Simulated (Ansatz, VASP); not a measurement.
# One calculation of KBr, two programs

```
CELL_PARAMETERS angstrom
0.00000 3.35045 3.35045
3.35045 0.00000 3.35045
3.35045 3.35045 0.00000
ATOMIC_POSITIONS crystal
K 0.00000 0.00000 0.00000
Br 0.50000 0.50000 0.50000
```

Alike in both runs: functional PBE; k mesh 6 × 6 × 6; occupations gaussian, width 0.02 eV; no spin polarisation.

Ansatz relaxed the structure, and its values are those at the end. VASP's run is a single point on that final structure, the one shown.

```csv
,VASP,Ansatz
version,VASP 6.6.1,Ansatz 0.2.0
potentials or method,"VASP PAW PBE potentials, release 64 (K_sv, Br), cutoff 500 eV","scalar-relativistic, plane waves, PAW"
valence electrons in the cell,16,16
```

|  | VASP | Ansatz | Ansatz less VASP |
| --- | --- | --- | --- |
| gap on the k mesh at the Fermi level (eV) | 4.31 | 4.32 | +0.001 |
| least direct gap on the mesh (eV) | 4.31 | 4.32 | +0.001 |
| pressure (GPa) | 0.1 | 0.0 | -0.03 |
